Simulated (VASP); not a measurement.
# H16CO7 in VASP: further runs, part 2 of 2

VASP 6.6.1. Earlier steps stand in the parts before.

### Step 3. Single point, PBE+D3(BJ)

The input, INCAR:

```
SYSTEM = H16CO7
PREC = Accurate
ENCUT = 520
EDIFF = 1E-7
ISMEAR = -1
SIGMA = 0.02
LREAL = Auto
LASPH = .TRUE.
NELM = 60
ALGO = Normal
ISIF = 2
LWAVE = .FALSE.
LCHARG = .FALSE.
GGA = PE
IVDW = 12
NBANDS = 49
```

The input, KPOINTS:

```
regular mesh
0
G
  1 1 1
  0 0 0
```

The input, POSCAR:

```
H16CO7
1.0
    6.2743050000      0.0000000000      0.0000000000
    0.0000000000      6.2743050000      0.0000000000
    0.0000000000      0.0000000000      6.2743050000
O H C
7 16 1
Direct
    0.2987103751      0.4531179151      0.3871345113
    0.7207332127      0.3222986450      0.9568390443
    0.9359921139      0.6520244075      0.2897850838
    0.0854277884      0.2122147393      0.7200956919
    0.6242603762     -0.0710516942      0.1085379177
    0.5502760864      0.7482741116      0.5727168188
    0.3355112638      0.5931971748      0.9470212239
    0.3849350645      0.5567309845      0.4681952822
    0.1649266333      0.5275165935      0.3896208425
    0.6079398435      0.4243657266      0.9042117015
    0.8184173387      0.3298532666      0.8378298473
    0.8477114198      0.5478375693      0.2177771084
    0.8464363782      0.7752731179      0.2378590139
    0.1623287360      0.2616863541      0.5971498038
    0.1500564604      0.2839677064      0.8443484976
    0.5797136097     -0.1756210449      0.0037454348
    0.6324525186      0.0688044333      0.0492484825
    0.5515989420      0.8614340552      0.4652786245
    0.6916144497      0.6781149466      0.5598707745
    0.2096487181      0.7979210446      0.7131467151
    0.3249124803      0.5796179816      1.1037716528
    0.0126707261      0.6939414007      0.8895487229
    0.1977748930      0.8879708589      0.9869778406
    0.1839885055      0.7522426787      0.8826794362
```

Potentials or basis: VASP PAW PBE potentials, release 64 (O, H, C).

On the command line:

```sh
cat potpaw_PBE.64/O/POTCAR potpaw_PBE.64/H/POTCAR potpaw_PBE.64/C/POTCAR > POTCAR
mpirun -np 1 vasp_gam > vasp.out
```

OUTCAR:

```text
SYSTEM = H16CO7
   PREC = Accurate
   ENCUT = 520
   EDIFF = 1E-7
   ISMEAR = -1
   LREAL = Auto
   LASPH = .TRUE.
   NELM = 60
   ISIF = 2
   GGA = PE
   IVDW = 12
 IVDW          = 12

 ion  position               nearest neighbor table
   1  0.299  0.453  0.387-   9 0.96   8 0.99
   2  0.721  0.322  0.957-  11 0.97  10 1.01
   3  0.936  0.652  0.290-  12 0.97  13 1.01
   4  0.085  0.212  0.720-  14 0.96  15 0.99
   5  0.624  0.929  0.109-  17 0.95  16 0.97
   6  0.550  0.748  0.573-  18 0.98  19 0.99
   7  0.336  0.593  0.947-  21 0.99  24 1.44
   8  0.385  0.557  0.468-   1 0.99
   9  0.165  0.528  0.390-   1 0.96
  10  0.608  0.424  0.904-   2 1.01
  11  0.818  0.330  0.838-   2 0.97
  12  0.848  0.548  0.218-   3 0.97
  13  0.846  0.775  0.238-   3 1.01
[... 8 lines left out ...]
  22  0.013  0.694  0.890-  24 1.14
  23  0.198  0.888  0.987-  24 1.08
  24  0.184  0.752  0.883-  23 1.08  20 1.11  22 1.14   7 1.44

  LATTYP: Found a simple cubic cell.
 ALAT       =     6.2743050000

  Lattice vectors:

 A1 = (   6.2743050000,   0.0000000000,   0.0000000000)
 A2 = (   0.0000000000,   6.2743050000,   0.0000000000)
 A3 = (   0.0000000000,   0.0000000000,   6.2743050000)

Analysis of symmetry for initial positions (statically):
=====================================================================
 Subroutine PRICEL returns:
 Original cell was already a primitive cell.

 Routine SETGRP: Setting up the symmetry group for a
 simple cubic supercell.

 Subroutine GETGRP returns: Found  1 space group operations
 (whereof  1 operations were pure point group operations)
 out of a pool of 48 trial point group operations.

The static configuration has the point symmetry C_1 .

Analysis of symmetry for dynamics (positions and initial velocities):
=====================================================================
 Subroutine PRICEL returns:
 Original cell was already a primitive cell.

 Routine SETGRP: Setting up the symmetry group for a
 simple cubic supercell.

 Subroutine GETGRP returns: Found  1 space group operations
 (whereof  1 operations were pure point group operations)
 out of a pool of 48 trial point group operations.

The dynamic configuration has the point symmetry C_1 .

 Subroutine INISYM returns: Found  1 space group operations
 (whereof  1 operations are pure point group operations),
 and found     1 'primitive' translations

----------------------------------------------------------------------------------------

                                     Primitive cell

  volume of cell :     247.0000

  direct lattice vectors                    reciprocal lattice vectors
     6.274305000  0.000000000  0.000000000     0.159380202  0.000000000  0.000000000
     0.000000000  6.274305000  0.000000000     0.000000000  0.159380202  0.000000000
     0.000000000  0.000000000  6.274305000     0.000000000  0.000000000  0.159380202

  length of vectors
     6.274305000  6.274305000  6.274305000     0.159380202  0.159380202  0.159380202

  position of ions in fractional coordinates (direct lattice)
     0.298710375  0.453117915  0.387134511
     0.720733213  0.322298645  0.956839044
     0.935992114  0.652024408  0.289785084
     0.085427788  0.212214739  0.720095692
     0.624260376  0.928948306  0.108537918
     0.550276086  0.748274112  0.572716819
[... 16 lines left out ...]
     0.197774893  0.887970859  0.986977841
     0.183988505  0.752242679  0.882679436

  ion indices of the primitive-cell ions
   primitive index   ion index
                 1           1
                 2           2
                 3           3
                 4           4
                 5           5
                 6           6
[... 16 lines left out ...]
                23          23
                24          24

----------------------------------------------------------------------------------------

 KPOINTS: regular mesh

Automatic generation of k-mesh.
 Grid dimensions read from file:
 generate k-points for:    1    1    1

 Generating k-lattice:

  Cartesian coordinates                     Fractional coordinates (reciprocal lattice)
     0.159380202  0.000000000  0.000000000     1.000000000  0.000000000  0.000000000
     0.000000000  0.159380202  0.000000000     0.000000000  1.000000000  0.000000000
     0.000000000  0.000000000  0.159380202     0.000000000  0.000000000  1.000000000

  Length of vectors
     0.159380202  0.159380202  0.159380202

  Shift w.r.t. Gamma in fractional coordinates (k-lattice)
     0.000000000  0.000000000  0.000000000

 Subroutine IBZKPT returns following result:
 ===========================================

 Found      1 irreducible k-points:

 Following reciprocal coordinates:
            Coordinates               Weight
  0.000000  0.000000  0.000000      1.000000
   k-points           NKPTS =      1   k-points in BZ     NKDIM =      1   number of bands    NBANDS=     49
   number of dos      NEDOS =    301   number of ions     NIONS =     24
   total plane-waves  NPLWV = 110592
   dimension x,y,z NGX =    48 NGY =   48 NGZ =   48
   dimension x,y,z NGXF=    96 NGYF=   96 NGZF=   96
   ions per type =               7  16   1
   NGX,Y,Z   is equivalent  to a cutoff of  12.72, 12.72, 12.72 a.u.
   NGXF,Y,Z  is equivalent  to a cutoff of  25.44, 25.44, 25.44 a.u.
 SYSTEM =  H16CO7
   PREC   = accura    normal or accurate (medium, high low for compatibility)
   ISTART =      0    job   : 0-new  1-cont  2-samecut
   ICHARG =      2    charge: 1-file 2-atom 10-const
   ISPIN  =      1    spin polarized calculation?
   LNONCOLLINEAR =      F non collinear calculations
   LSORBIT =      F    spin-orbit coupling
   LASPH  =      T    aspherical Exc in radial PAW
   ENCUT  =  520.0 eV  38.22 Ry    6.18 a.u.  11.67 11.67 11.67*2*pi/ulx,y,z
   NELM   =     60;   NELMIN=  2; NELMDL= -5     # of ELM steps
   EDIFF  = 0.1E-06   stopping-criterion for ELM
   LREAL  =      T    real-space projection
   EDIFFG = 0.1E-05   stopping-criterion for IOM
   NSW    =      0    number of steps for IOM
   IBRION =     -1    ionic relax: 0-MD 1-quasi-New 2-CG
   NFREE  =      0    steps in history (QN), initial steepest desc. (CG)
   ISIF   =      2    stress and relaxation
   ISYM   =      2    0-nonsym 1-usesym 2-fastsym
   POTIM  = 0.5000    time-step for ionic-motion
   TEBEG  =    0.0;   TEEND  =   0.0 temperature during run
   PSTRESS=    0.0 pullay stress
   NELECT =      62.0000    total number of electrons
   NUPDOWN=      -1.0000    fix difference up-down
   EMIN   =  10.00;   EMAX   =-10.00  energy-range for DOS
   EFERMI =   0.00;   METHOD = LEGACY
   ISMEAR =    -1;   SIGMA  =   0.02  broadening in eV -4-tet -1-fermi 0-gaus
   EFERMI_NEDOS =   21; number of points for ismear=-14 and -15
   IALGO  =     38    algorithm
   IMIX   =      4    mixing-type and parameters
     AMIX     =   0.40;   BMIX     =  1.00
     AMIX_MAG =   1.60;   BMIX_MAG =  1.00
  volume/ion in A,a.u.               =      10.29        69.45
  Fermi-wavevector in a.u.,A,eV,Ry     =   1.032697  1.951515 14.510124  1.066464
  Thomas-Fermi vector in A             =   2.166908
   LORBIT       =      0    0 simple, 1 ext, 2 COOP (PROOUT), +10 PAW based schemes
   GGA     = PE    functional components
   LHFCALC =     F    Hartree Fock is set to
   AEXX    =    0.0000 exact exchange contribution
   IVDW    =    12    specifies the selected vdW correction
   LEPSILON=     F    determine dielectric tensor
   LRPA    =     F    only Hartree local field effects (RPA)
 non-spin polarized calculation
  energy-cutoff  :      520.00
  volume of cell :      247.00
 maximum number of plane-waves:      3334
 NGX is ok and might be reduce to    48
   NGX = 23   NGY = 23   NGZ = 23

 number of electron      62.0000004 magnetization

 Free energy of the ion-electron system (eV)
  ---------------------------------------------------
  ext. energy  EPLUGINS =         0.00000000
  ---------------------------------------------------
  free energy    TOTEN  =      -117.71797133 eV

  energy without entropy =     -117.71797133  energy(sigma->0) =     -117.71797133

 E-fermi :  -2.9458     XC(G=0):  -6.6730

 val. band max:       -3.4832676422   @ k =   0.0000   0.0000   0.0000
 cond. band min:       1.0984408358   @ k =   0.0000   0.0000   0.0000
 fundamental gap:      4.5817084780
 Fermi energy:        -2.9458056329

 k-point     1 :       0.0000    0.0000    0.0000
  band No.  band energies     occupation
      1     -22.8047      2.00000
      2     -22.4928      2.00000
      3     -22.3794      2.00000
      4     -22.3022      2.00000
      5     -22.0510      2.00000
      6     -21.8836      2.00000
[... 35 lines left out ...]
     42       6.8260      0.00000
     43       7.1522      0.00000
 [bands above 43 left out]

------------------------ aborting loop because EDIFF is reached ----------------------------------------

 Edisp (eV)   -0.82597

 E8    (eV) :    -0.1730

  FORCE on cell =-STRESS in cart. coord.  units (eV):
  Direction    XX          YY          ZZ          XY          YZ          ZX
  --------------------------------------------------------------------------------------
  -------------------------------------------------------------------------------------
  Total      -0.15388     1.41491     0.08349     1.39208     0.29250    -2.20189
  in kB      -0.99815     9.17786     0.54159     9.02980     1.89732   -14.28265
  external pressure =        2.91 kB  Pullay stress =        0.00 kB

 VOLUME and BASIS-vectors are now :
 -----------------------------------------------------------------------------
  energy-cutoff  :      520.00
  volume of cell :      247.00
      direct lattice vectors                 reciprocal lattice vectors
     6.274305000  0.000000000  0.000000000     0.159380202  0.000000000  0.000000000
     0.000000000  6.274305000  0.000000000     0.000000000  0.159380202  0.000000000
     0.000000000  0.000000000  6.274305000     0.000000000  0.000000000  0.159380202

 POSITION                                       TOTAL-FORCE (eV/Angst)
 -----------------------------------------------------------------------------------
      1.87420      2.84300      2.42900         0.644851     -0.490557     -0.030627
      4.52210      2.02220      6.00350        -1.478222      1.540573     -0.225543
      5.87270      4.09100      1.81820        -1.391350      0.996768     -0.161905
      0.53600      1.33150      4.51810        -0.750048     -0.111030      1.272920
      3.91680      5.82850      0.68100         0.181338     -1.553089      1.577992
      3.45260      4.69490      3.59340         0.771698     -0.278147      0.014996
[... 16 lines left out ...]
      1.24090      5.57140      6.19260         0.009631      0.666802      0.169561
      1.15440      4.71980      5.53820        -1.089467     -0.490154     -1.006802
 -----------------------------------------------------------------------------------
    total drift:                               -0.010629      0.010968      0.001471

  FREE ENERGIE OF THE ION-ELECTRON SYSTEM (eV)
  ---------------------------------------------------
  free  energy   TOTEN  =      -118.5439381884 eV

  energy  without entropy=     -118.5439381884  energy(sigma->0) =     -118.54393819
```

It took 35 s on 1 thread of Intel Xeon Platinum 8259CL at 2.50GHz (Skylake/Cascade Lake), shared host; peak memory 0.3 GiB.

Results:

```
Free energy                : -118.5439 eV
Pressure                   : 0.3 GPa
Largest force              : 2.221 eV/Å
Dispersion energy per atom : -0.034 eV
```

Forces on the atoms (eV/Å):
```
O    0.645 -0.491 -0.031
O   -1.478  1.541 -0.226
O   -1.391  0.997 -0.162
O   -0.750 -0.111  1.273
O    0.181 -1.553  1.578
O    0.772 -0.278  0.015
O   -0.016 -0.074  0.182
H    0.631 -0.007  0.198
H   -1.265  0.363 -0.347
H    0.274 -0.778  0.814
H    1.030 -0.675 -0.511
H    0.138 -1.243 -0.246
H    0.761  0.248  0.359
H    0.711  0.568 -0.732
H    0.132 -0.148 -0.623
H   -0.320  0.143 -0.394
H    0.287  1.280 -0.895
H    0.163 -0.105 -0.089
H   -0.514  0.575 -0.201
H    0.270 -0.129  0.775
H   -0.080 -0.376 -0.067
H    0.900  0.076  0.167
H    0.010  0.667  0.170
C   -1.089 -0.490 -1.007
```

Stress tensor (GPa, compression positive):
```
-0.10  0.90 -1.43
 0.90  0.92  0.19
-1.43  0.19  0.05
```

Levels at points of the mesh, in eV from the Fermi level:
| k point | band 29 | band 30 | band 31 | band 32 | band 33 | band 34 |
| --- | --- | --- | --- | --- | --- | --- |
| (0.00, 0.00, 0.00) | -1.08 | -0.96 | -0.54 | 4.04 | 7.12 | 7.28 |

Caveat: the k points lie up to 1.00 Å⁻¹ apart.
